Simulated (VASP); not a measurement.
Runs of VASP 6.6.1 on TlAgTe2. The structure is that of space group I-4m2 (No. 119), or close to it. The cells are those of the table. 

```tsv
task	cell	gap on the mesh (eV)	pressure (GPa)	largest force (eV/Å)
single point	a = 8.045 Å, angles 152.0, 152.0, 40.0°, 4 atoms	none	(a)	0.25
single point	a = 8.242 Å, angles 152.5, 152.5, 39.3°, 4 atoms	none	-2.4	0.04
single point	a = 8.126 Å, angles 152.0, 152.0, 40.0°, 4 atoms	none	-1.8	0.10
single point	a = 7.934 Å, angles 152.0, 152.0, 40.0°, 4 atoms	none	1.9	0.48
electric field gradients	a = 8.126 Å, angles 152.0, 152.0, 40.0°, 4 atoms	none	-1.8	0.10
```

Alike in all rows: level LDA; potentials or basis VASP PAW LDA potentials, release 64 (Tl_d, Ag, Te); no spin polarisation; k mesh 13 × 13 × 13; cutoff (eV) 520; smearing fermi-dirac 0.05 eV.

Fill in the values left out.

(a) -0.4.

Caveats: spin-orbit coupling is left out, which moves the levels of the heavy elements.

A k mesh can miss the band edges, and the runs leave out spin-orbit coupling on Ag, Te, Tl.

A gap of «none» marks levels without a gap at the run's occupations.
